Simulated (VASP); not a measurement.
A run of VASP 6.6.1:

INCAR

```
PREC = Accurate ; ENCUT = 520
EDIFF = 1E-6 ; ISMEAR = -1
SIGMA = 0.03 ; LREAL = False
LASPH = True ; NELM = 80
ALGO = Normal ; ISIF = 2
LWAVE = False ; LCHARG = True
GGA = PS ; LELF = True
LVHAR = True ; NBANDS = 14
```

The input KPOINTS:

```
Automatic mesh
0
Gamma
  9 9 9
```

POSCAR

```
NaCl
1.0
    2.8600000000      0.0000000000      0.0000000000
    0.0000000000      2.8600000000      0.0000000000
    0.0000000000      0.0000000000      2.9172000000
Na Cl
1 1
Direct
    0.0000000000      0.0000000000      0.0000000000
    0.5000000000      0.5000000000      0.5000000000
```

Potentials or basis: VASP PAW PBE potentials, release 64 (Na_pv, Cl).

The run is started by

```bash
$ cat potpaw_PBE.64/Na_pv/POTCAR potpaw_PBE.64/Cl/POTCAR > POTCAR
$ mpirun -np 1 vasp_std > vasp.out
```

Hardware: 1 thread of Intel(R) Xeon(R) Platinum 8259CL CPU @ 2.50GHz (Skylake/Cascade Lake), with other jobs on the host.

Q: Estimate the wall time of this run.

A: It took 15 s on 1 thread of Intel(R) Xeon(R) Platinum 8259CL CPU @ 2.50GHz (Skylake/Cascade Lake), with other jobs on the host, peak memory 0.15 GiB. Counts: scf iterations 11, k points 75.
